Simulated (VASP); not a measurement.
# BPt2 (P6_3/mmc) in VASP: notebook, part 2 of 2

VASP 6.6.1. The steps go on from the part before.

## Step 4: Single point, LDA

This run uses another cell than the first one, of 12.31 Å³/atom.

INCAR reads:

```
  ALGO = Normal
  EDIFF = 1E-6
  ENCUT = 520
  GGA = CA
  ISIF = 2
  ISMEAR = 1
  LASPH = T
  LCHARG = F
  LREAL = F
  LWAVE = F
  NBANDS = 32
  NELM = 60
  PREC = Accurate
  SIGMA = 0.1
```

KPOINTS reads:

```
k-points
0
Gamma
  9 9 3
```

POSCAR reads:

```
BPt2
1.0
    2.8887353647      0.0000000000      0.0000000000
   -1.4443676824      2.5017186228      0.0000000000
    0.0000000000      0.0000000000     10.2172364623
B Pt
2 4
Direct
    0.6666666667      0.3333333333      0.7500000000
    0.3333333333      0.6666666667      0.2500000000
    0.6666666667      0.3333333333      0.3837940000
    0.3333333333      0.6666666667      0.6162060000
    0.3333333333      0.6666666667      0.8837940000
    0.6666666667      0.3333333333      0.1162060000
```

Potentials or basis: VASP PAW LDA potentials, release 64 (B, Pt).

Started as:

```
> cat potpaw_LDA.64/B/POTCAR potpaw_LDA.64/Pt/POTCAR > POTCAR
> mpirun -np 1 vasp_std > vasp.out
```

OUTCAR:

```text
EDIFF = 1E-6
   ENCUT = 520
   GGA = CA
   ISIF = 2
   ISMEAR = 1
   LASPH = T
   LREAL = F
   NELM = 60
   PREC = Accurate

 ion  position               nearest neighbor table
   1  0.667  0.333  0.750-   4 2.16   5 2.16   4 2.16   5 2.16   4 2.16   5 2.16
   2  0.333  0.667  0.250-   3 2.16   6 2.16   3 2.16   6 2.16   3 2.16   6 2.16
   3  0.667  0.333  0.384-   2 2.16   2 2.16   2 2.16   6 2.73   4 2.90   4 2.90   4 2.90
   4  0.333  0.667  0.616-   1 2.16   1 2.16   1 2.16   5 2.73   3 2.90   3 2.90   3 2.90
   5  0.333  0.667  0.884-   1 2.16   1 2.16   1 2.16   4 2.73   6 2.90   6 2.90   6 2.90
   6  0.667  0.333  0.116-   2 2.16   2 2.16   2 2.16   3 2.73   5 2.90   5 2.90   5 2.90

  LATTYP: Found a hexagonal cell.
 ALAT       =     2.8887353647
 C/A-ratio  =     3.5369236612

  Lattice vectors:

 A1 = (   2.8887353647,   0.0000000000,   0.0000000000)
 A2 = (  -1.4443676824,   2.5017186228,   0.0000000000)
 A3 = (   0.0000000000,   0.0000000000,  10.2172364623)

Analysis of symmetry for initial positions (statically):
=====================================================================
[... 185 lines left out ...]
 cond. band min:      10.8193863901   @ k =   0.3333   0.2222   0.0000
 fundamental gap:      0.0464202264
 Fermi energy:        10.7747383623

 k-point     1 :       0.0000    0.0000    0.0000
  band No.  band energies     occupation
      1      -1.6338      2.00000
      2      -0.8540      2.00000
      3       1.4103      2.00000
      4       2.4936      2.00000
      5       4.4089      2.00000
      6       5.0562      2.00000
[... 829 lines left out ...]
     31      17.4052      0.00000
     32      18.6953      0.00000

------------------------ aborting loop because EDIFF is reached ----------------------------------------

  FORCE on cell =-STRESS in cart. coord.  units (eV):
  Direction    XX          YY          ZZ          XY          YZ          ZX
  --------------------------------------------------------------------------------------
  -------------------------------------------------------------------------------------
  Total        0.7087342      0.7087344      1.8770162     -0.0000000      0.0000000      0.0000000
  in kB       15.3785108     15.3785159     40.7285484     -0.0000000      0.0000000      0.0000000
  external PRESSURE =      23.8285250 kB  Pullay stress =       0.0000000 kB

 VOLUME and BASIS-vectors are now :
 -----------------------------------------------------------------------------
  energy-cutoff  :      520.00
  volume of cell :       73.84
      direct lattice vectors                 reciprocal lattice vectors
     2.888735365  0.000000000  0.000000000     0.346172243  0.199862605  0.000000000
    -1.444367682  2.501718623  0.000000000     0.000000000  0.399725209  0.000000000
     0.000000000  0.000000000 10.217236462     0.000000000  0.000000000  0.097873824

 POSITION                                       TOTAL-FORCE (eV/Angst)
 -----------------------------------------------------------------------------------
      1.44437      0.83391      7.66293         0.000000      0.000000     -0.000000
     -0.00000      1.66781      2.55431         0.000000     -0.000000     -0.000000
      1.44437      0.83391      3.92131         0.000000     -0.000000      0.447118
     -0.00000      1.66781      6.29592        -0.000000      0.000000     -0.447118
     -0.00000      1.66781      9.02993        -0.000000      0.000000      0.447118
      1.44437      0.83391      1.18730         0.000000     -0.000000     -0.447118
 -----------------------------------------------------------------------------------
    total drift:                                0.000000     -0.000000      0.000000

  FREE ENERGIE OF THE ION-ELECTRON SYSTEM (eV)
  ---------------------------------------------------
  free  energy   TOTEN  =       -46.0691858985 eV

  energy  without entropy=      -46.0656329445  energy(sigma->0) =      -46.06800158
```

stdout:

```text
POSCAR found type information on POSCAR B Pt
 POSCAR found :  2 types and       6 ions
 scaLAPACK will be used
 LDA part: xc-table for (Slater(with rela. corr.)+CA(PZ))
 , standard interpolation
 POSCAR, INCAR and KPOINTS ok, starting setup
 FFT: planning ... GRIDC
 FFT: planning ... GRID_SOFT
 FFT: planning ... GRID
 WAVECAR not read
 entering main loop
```

Wall time 73 s (1 thread of Intel Xeon 8259CL, shared host); peak memory 0.2 GiB.

What came out:

* Free energy: -46.0692 eV
* Pressure: 2.4 GPa
* Largest force: 0.447 eV/Å
* Band gap on the k mesh: zero (bands 23 and 24 overlap by 3.22 eV)

Forces in eV/Å, atoms in the order of the input:
```
B    0.000  0.000  0.000
B    0.000  0.000  0.000
Pt   0.000  0.000  0.447
Pt   0.000  0.000 -0.447
Pt   0.000  0.000  0.447
Pt   0.000  0.000 -0.447
```

Levels at points of the mesh, in eV from the Fermi level:
```
           k point  band 19  band 20  band 21  band 22  band 23  band 24  band 25  band 26  band 27  band 28
(0.00, 0.00, 0.00)    -2.55    -2.55    -2.21    -2.21    -1.23    -1.23     0.17     2.18     5.90     5.90
```

Caveat: spin-orbit coupling is left out, which moves the levels of the heavy elements.

## Step 5: Single point, LDA

This run uses another cell than the first one, of 12.82 Å³/atom.

INCAR reads:

```
ALGO     = Normal         # electronic algorithm
EDIFF    = 1E-6           # SCF threshold, eV
ENCUT    = 520            # plane-wave cutoff, eV
GGA      = CA             # functional
ISIF     = 2              # what is computed and relaxed
ISMEAR   = 1              # smearing method
LASPH    = T              # aspherical terms in the spheres
LCHARG   = T              # write CHGCAR
LELF     = T              # ELF
LREAL    = F              # projectors in reciprocal space
LVHAR    = T            
LWAVE    = F              # write WAVECAR
NBANDS   = 32             # bands
NELM     = 60             # most SCF steps
PREC     = Accurate       # precision mode
SIGMA    = 0.1            # smearing width, eV
```

KPOINTS is that of step 4.

Changes to POSCAR since step 4:

```diff
@@ -2,5 +2,5 @@
 1.0
-    2.8887353647      0.0000000000      0.0000000000
-   -1.4443676824      2.5017186228      0.0000000000
-    0.0000000000      0.0000000000     10.2172364623
+    2.9283120000      0.0000000000      0.0000000000
+   -1.4641560000      2.5359930000      0.0000000000
+    0.0000000000      0.0000000000     10.3572160000
 B Pt
```

Started as:

```
> cat potpaw_LDA.64/B/POTCAR potpaw_LDA.64/Pt/POTCAR > POTCAR
> mpirun -np 1 vasp_std > vasp.out
```

Wall time 68 s (1 thread of Intel Xeon 8259CL, shared host); peak memory 0.19 GiB.

The run converged. Its results:

```
Free energy            : -46.0058 eV
Pressure               : -8.8 GPa
Largest force          : 0.027 eV/Å
Band gap on the k mesh : zero (bands 23 and 24 overlap by 3.13 eV)
```

Forces in eV/Å, atoms in the order of the input:
```
B    0.000  0.000  0.000
B    0.000  0.000  0.000
Pt   0.000  0.000  0.027
Pt   0.000  0.000 -0.027
Pt   0.000  0.000  0.027
Pt   0.000  0.000 -0.027
```

Stress tensor (GPa, compression positive):
```
-8.93  0.00  0.00
 0.00 -8.93  0.00
 0.00  0.00 -8.58
```

Levels at points of the mesh, in eV from the Fermi level:
```tsv
k point	band 21	band 22	band 23	band 24	band 25	band 26
(0.00, 0.00, 0.00)	-2.09	-2.09	-1.19	-1.19	0.16	2.20
```

Caveat: the cell stands under tension; spin-orbit coupling is left out, which moves the levels of the heavy elements.

## Step 6: Overview

| cell | gap on the mesh (eV) | pressure (GPa) | largest force (eV/Å) |
| --- | --- | --- | --- |
| a = 2.806, b = 2.806, c = 9.925 Å, angles 90.0, 90.0, 120.0°, 6 atoms | none | 34.9 | 1.48 |
| a = 2.848, b = 2.848, c = 10.073 Å, angles 90.0, 90.0, 120.0°, 6 atoms | none | 16.7 | 0.93 |
| a = 2.889, b = 2.889, c = 10.217 Å, angles 90.0, 90.0, 120.0°, 6 atoms | none | 2.4 | 0.45 |
| a = 2.928, b = 2.928, c = 10.357 Å, angles 90.0, 90.0, 120.0°, 6 atoms | none | -8.8 | 0.03 |

Alike in all rows: task single point; level LDA; potentials or basis VASP PAW LDA potentials, release 64 (B, Pt); no spin polarisation; k mesh 9 × 9 × 3; cutoff (eV) 520; smearing methfessel-paxton 0.1 eV.

Caveats: spin-orbit coupling is left out, which moves the levels of the heavy elements; the cell stands under pressure (at least some runs); forces of over 1 eV/Å act on the atoms, so gaps and moduli don't describe the material at rest (at least some runs); the cell stands under tension (at least some runs).

Absolute energies hang on the potentials; compare differences alone.
